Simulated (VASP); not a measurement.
# Hg in VASP: notebook, part 2 of 2

VASP 6.6.1.

## Step 4: Single point, PBE

This run uses another cell than the first one: it holds 4 atoms, not 2.

INCAR

```
ALGO     = Normal         # electronic algorithm
EDIFF    = 1E-6           # SCF threshold, eV
ENCUT    = 520            # plane-wave cutoff, eV
GGA      = PE             # functional
ISIF     = 2              # what is computed and relaxed
ISMEAR   = 0              # smearing method
LASPH    = T              # aspherical terms in the spheres
LCHARG   = F              # write CHGCAR
LREAL    = F              # projectors in reciprocal space
LWAVE    = F              # write WAVECAR
NBANDS   = 32             # bands
NELM     = 100            # most SCF steps
PREC     = Accurate       # precision mode
SIGMA    = 0.1            # smearing width, eV
```

KPOINTS

```
k-points
0
Gamma
  6 6 2
```

POSCAR

```
Hg
1.0
    3.4419409895      0.0000000000      0.0000000000
   -1.7209704948      2.9808083353      0.0000000000
    0.0000000000      0.0000000000     11.0623313100
Hg
4
Direct
    0.0000000000      0.0000000000      0.0000000000
    0.3333333300      0.6666666700      0.2500000000
    0.0000000000      0.0000000000      0.5000000000
    0.6666666700      0.3333333300      0.7500000000
```

Launch:

```
> cat potpaw_PBE.64/Hg/POTCAR > POTCAR
> mpirun -np 1 vasp_std > vasp.out
```

Wall time 19 s (1 thread of Intel Xeon 6975P-C (Granite Rapids), shared host); peak memory 0.24 GiB.

The run converged. Its results:

```
Free energy            : -0.6596 eV
Pressure               : 1.0 GPa
Band gap on the k mesh : zero (band 24 reaches 0.86 eV, above the bottom of band 25 at 0.64 eV)
```

Stress tensor (GPa, compression positive):
```
0.78 0.00 0.00
0.00 0.78 0.00
0.00 0.00 1.42
```

Levels at points of the mesh, in eV from the Fermi level:
```
           k point  band 21  band 22  band 23  band 24  band 25  band 26  band 27  band 28
(0.00, 0.00, 0.00)    -5.33    -5.17    -5.17    -1.27    -0.26     6.54     6.56    11.34
(0.50, 0.00, 0.00)    -1.95    -1.75    -0.88    -0.32    -0.04     0.28     2.93     3.24
(0.00, 0.00, 0.50)    -5.25    -5.25    -3.48    -3.48     2.63     2.63    10.87    10.87
(0.50, 0.00, 0.50)    -1.72    -1.72    -1.18    -1.18     1.32     1.32     1.84     1.84
```

Caveat: spin-orbit coupling is left out, which moves the levels of the heavy elements.

## Step 5: Single point, PBE

This run uses another cell than the first one: it holds 4 atoms, not 2.

INCAR

```
SYSTEM = Hg
ALGO = Normal
EDIFF = 1E-7
ENCUT = 520
GGA = PE
ISIF = 2
ISMEAR = 0
LASPH = .True.
LCHARG = .False.
LREAL = .False.
LWAVE = .False.
NBANDS = 32
NELM = 100
PREC = Accurate
SIGMA = 0.1
```

KPOINTS

```
k-points
0
Gamma
  15 15 4
  0 0 0
```

POSCAR

```
Hg
1.0
    3.5899308152      0.0000000000      0.0000000000
   -1.7949654076      3.1089712837      0.0000000000
    0.0000000000      0.0000000000     11.2441382458
Hg
4
Direct
    0.0000000000      0.0000000000      0.0000000000
    0.3333333333      0.6666666667      0.2500000000
    0.0000000000      0.0000000000      0.5000000000
    0.6666666667      0.3333333333      0.7500000000
```

Launch:

```
> cat potpaw_PBE.64/Hg/POTCAR > POTCAR
> mpirun -np 1 vasp_std > vasp.out
```

It took 2.1 min on 1 thread of Intel Xeon 6975P-C (Granite Rapids), shared host; peak memory 0.39 GiB.

Results (log left out):

```
Free energy            : -0.7395 eV
Pressure               : 0.0 GPa
Band gap on the k mesh : 0.27 eV, indirect (least direct gap 0.83 eV)
```

Levels at points of the mesh, in eV from the valence-band top:
| k point | band 22 | band 23 | band 24 | band 25 | band 26 | band 27 |
| --- | --- | --- | --- | --- | --- | --- |
| (0.00, 0.00, 0.00) | -4.84 | -4.84 | -1.10 | 0.27 | 6.59 | 6.60 |
| (0.00, 0.00, 0.50) | -5.08 | -3.04 | -3.04 | 2.86 | 2.86 | 10.68 |

Caveat: spin-orbit coupling is left out, which moves the levels of the heavy elements.

## Step 6: Single point, PBE

This run uses another cell than the first one, of 31.32 Å³/atom, 0.998 times its volume.

INCAR

```
PREC     = Accurate       # precision mode
ENCUT    = 520            # plane-wave cutoff, eV
EDIFF    = 1E-7           # SCF threshold, eV
ISMEAR   = 0              # smearing method
SIGMA    = 0.1            # smearing width, eV
LREAL    = False          # projectors in reciprocal space
LASPH    = True           # aspherical terms in the spheres
NELM     = 100            # most SCF steps
ALGO     = Normal         # electronic algorithm
ISIF     = 2              # what is computed and relaxed
LWAVE    = False          # write WAVECAR
LCHARG   = True           # write CHGCAR
GGA      = PE             # functional
LELF     = True           # ELF
LVHAR    = True         
NBANDS   = 19             # bands
```

KPOINTS

```
Automatic mesh
0
Gamma
  18 10 18
```

POSCAR

```
Hg
1.0
    3.5982056935      0.0000000000     -0.0042543000
    0.0000000000      5.5750984798      0.0000000000
   -1.7957071768      0.0000000000      3.1249328808
Hg
2
Direct
    0.6662323240      0.2500000000      0.8324751037
    0.3337676760      0.7500000000      0.1675248963
```

Potentials or basis: VASP PAW PBE potentials, release 64 (Hg).

Launch:

```
> cat potpaw_PBE.64/Hg/POTCAR > POTCAR
> mpirun -np 1 vasp_std > vasp.out
```

Run time: 24 min. Hardware: 1 thread of AMD EPYC 7R13, shared host; peak memory 0.91 GiB.

The run converged. Its results:

- Free energy: -0.3781 eV
- Pressure: 0.0 GPa
- Band gap on the k mesh: 0.30 eV, indirect (least direct gap 1.28 eV)

Levels at points of the mesh, in eV from the valence-band top:
```
           k point  band 9  band 10  band 11  band 12  band 13  band 14  band 15  band 16
(0.00, 0.00, 0.00)   -5.51    -5.05    -5.05    -1.00     0.30    10.27    10.31    12.32
(0.50, 0.00, 0.00)   -5.01    -4.96    -2.11    -1.34     2.66     3.71     4.37     6.38
(0.00, 0.50, 0.00)   -5.18    -5.18    -4.84    -4.84     6.76     6.76    11.25    11.25
(0.50, 0.50, 0.00)   -5.03    -5.03    -1.06    -1.06     0.78     0.78     8.14     8.14
(0.00, 0.00, 0.50)   -5.01    -4.97    -2.12    -1.36     2.66     3.70     4.37     6.42
(0.50, 0.00, 0.50)   -5.01    -4.96    -2.11    -1.34     2.66     3.71     4.37     6.38
(0.00, 0.50, 0.50)   -5.03    -5.03    -1.07    -1.07     0.77     0.77     8.17     8.17
(0.50, 0.50, 0.50)   -5.03    -5.03    -1.06    -1.06     0.78     0.78     8.14     8.14
```

Caveat: spin-orbit coupling is left out, which moves the levels of the heavy elements. A k mesh can miss the band edges.

## Step 7: Single point, PBE

This run uses another cell than the first one: it holds 4 atoms, not 2.

INCAR

```
PREC = Accurate
ENCUT = 520
EDIFF = 1E-7
ISMEAR = 0
SIGMA = 0.01
LREAL = False
LASPH = True
NELM = 100
ALGO = Normal
ISIF = 2
LWAVE = False
LCHARG = True
GGA = PE
LELF = True
LVHAR = True
NBANDS = 32
```

KPOINTS

```
regular mesh
0
Gamma
  12 12 4
```

POSCAR

```
Hg
1.0
    3.5899308151      0.0000000000      0.0000000000
   -1.7949654076      3.1089712837      0.0000000000
    0.0000000000      0.0000000000     11.2441382458
Hg
4
Direct
    0.0000000000      0.0000000000      0.0000000000
    0.3333333333      0.6666666667      0.2500000000
    0.0000000000      0.0000000000      0.5000000000
    0.6666666667      0.3333333333      0.7500000000
```

Potentials or basis: VASP PAW PBE potentials, release 64 (Hg).

Launch:

```
> cat potpaw_PBE.64/Hg/POTCAR > POTCAR
> mpirun -np 1 vasp_std > vasp.out
```

OUTCAR:

```text
PREC = Accurate
   ENCUT = 520
   EDIFF = 1E-7
   ISMEAR = 0
   LREAL = False
   LASPH = True
   NELM = 100
   ISIF = 2
   GGA = PE

 ion  position               nearest neighbor table
   1  0.000  0.000  0.000-   2 3.49   4 3.49   4 3.49   2 3.49   4 3.49   2 3.49
   2  0.333  0.667  0.250-   1 3.49   3 3.49   1 3.49   3 3.49   1 3.49   3 3.49
   3  0.000  0.000  0.500-   2 3.49   4 3.49   4 3.49   2 3.49   4 3.49   2 3.49
   4  0.667  0.333  0.750-   1 3.49   3 3.49   1 3.49   3 3.49   1 3.49   3 3.49

  LATTYP: Found a hexagonal cell.
[... 1043 lines left out ...]
  --------------------------------------------------------------------------------------
  -------------------------------------------------------------------------------------
  Total        0.0116299      0.0116299      0.0295724     -0.0000000      0.0000000      0.0000000
  in kB        0.1484768      0.1484768      0.3775447     -0.0000000      0.0000000      0.0000000
  external PRESSURE =       0.2248327 kB  Pullay stress =       0.0000000 kB

 VOLUME and BASIS-vectors are now :
 -----------------------------------------------------------------------------
  energy-cutoff  :      520.00
  volume of cell :      125.50
      direct lattice vectors                 reciprocal lattice vectors
     3.589930815  0.000000000  0.000000000     0.278556900  0.160824901  0.000000000
    -1.794965408  3.108971284  0.000000000     0.000000000  0.321649803  0.000000000
     0.000000000  0.000000000 11.244138246     0.000000000  0.000000000  0.088935228

 POSITION                                       TOTAL-FORCE (eV/Angst)
 -----------------------------------------------------------------------------------
      0.00000      0.00000      0.00000        -0.000000      0.000000      0.000000
     -0.00000      2.07265      2.81103        -0.000000     -0.000000      0.000000
      0.00000      0.00000      5.62207        -0.000000      0.000000      0.000000
      1.79497      1.03632      8.43310         0.000000     -0.000000      0.000000
 -----------------------------------------------------------------------------------
    total drift:                                0.000000     -0.000000      0.000000

  FREE ENERGIE OF THE ION-ELECTRON SYSTEM (eV)
  ---------------------------------------------------
  free  energy   TOTEN  =        -0.7394595670 eV

  energy  without entropy=       -0.7394595670  energy(sigma->0) =       -0.73945957
```

OSZICAR:

```text
N       E                     dE             d eps       ncg     rms          rms(c)
DAV:   1     0.378607713384E+03    0.37861E+03   -0.23541E+04  3648   0.140E+03
DAV:   2     0.121188069454E+02   -0.36649E+03   -0.34330E+03  3800   0.363E+02
DAV:   3    -0.714914682840E+00   -0.12834E+02   -0.12657E+02  4248   0.711E+01
DAV:   4    -0.774519781178E+00   -0.59605E-01   -0.59601E-01  3800   0.424E+00
DAV:   5    -0.774666187068E+00   -0.14641E-03   -0.14640E-03  4336   0.209E-01    0.280E+00
DAV:   6    -0.739882848801E+00    0.34783E-01   -0.10185E-01  3808   0.245E+00    0.228E+00
DAV:   7    -0.738899414893E+00    0.98343E-03   -0.19249E-02  3816   0.885E-01    0.978E-01
DAV:   8    -0.739368779338E+00   -0.46936E-03   -0.24488E-03  3808   0.425E-01    0.581E-02
DAV:   9    -0.739416846157E+00   -0.48067E-04   -0.40463E-05  4296   0.465E-02    0.212E-02
DAV:  10    -0.739459530203E+00   -0.42684E-04   -0.46212E-05  3760   0.434E-02    0.298E-03
DAV:  11    -0.739459567048E+00   -0.36845E-07   -0.26911E-07  3376   0.234E-03
   1 F= -.73945957E+00 E0= -.73945957E+00  d E =-.954116E-28
```

Run time: 4.3 min. Hardware: 1 thread of Intel Xeon Platinum 8488C (Sapphire Rapids), shared host; peak memory 0.33 GiB.

Results:

* Free energy: -0.7395 eV
* Pressure: 0.0 GPa
* Band gap on the k mesh: 0.31 eV, indirect (least direct gap 0.75 eV)

Caveat: spin-orbit coupling is left out, which moves the levels of the heavy elements. A k mesh can miss the band edges.

## Step 8: The runs side by side

```tsv
task	cell	k mesh	cutoff (eV)	smearing	gap on the mesh (eV)	pressure (GPa)
single point	a = 3.595, b = 3.595, c = 5.612 Å, angles 90.0, 90.0, 120.0°, 2 atoms	12 × 12 × 6	520	gaussian 0.02 eV	0.35	0.0
relaxation of cell and atoms	relaxed from a = 3.442, b = 3.442, c = 11.062 Å, angles 90.0, 90.0, 120.0°, 4 atoms	15 × 15 × 4	600	gaussian 0.1 eV	0.30	0.0
single point	a = 3.442, b = 3.442, c = 11.062 Å, angles 90.0, 90.0, 120.0°, 4 atoms	6 × 6 × 2	520	gaussian 0.1 eV	none	1.0
single point	a = 3.590, b = 3.590, c = 11.244 Å, angles 90.0, 90.0, 120.0°, 4 atoms	15 × 15 × 4	520	gaussian 0.1 eV	0.27	0.0
single point	a = 3.598, b = 5.575, c = 3.604 Å, angles 90.0, 120.0, 90.0°, 2 atoms	18 × 10 × 18	520	gaussian 0.1 eV	0.30	0.0
single point	a = 3.590, b = 3.590, c = 11.244 Å, angles 90.0, 90.0, 120.0°, 4 atoms	12 × 12 × 4	520	gaussian 0.01 eV	0.31	0.0
```

Alike in all rows: level PBE; potentials or basis VASP PAW PBE potentials, release 64 (Hg); no spin polarisation.

Caveats: spin-orbit coupling is left out, which moves the levels of the heavy elements.

Absolute energies hang on the potentials; compare differences alone.
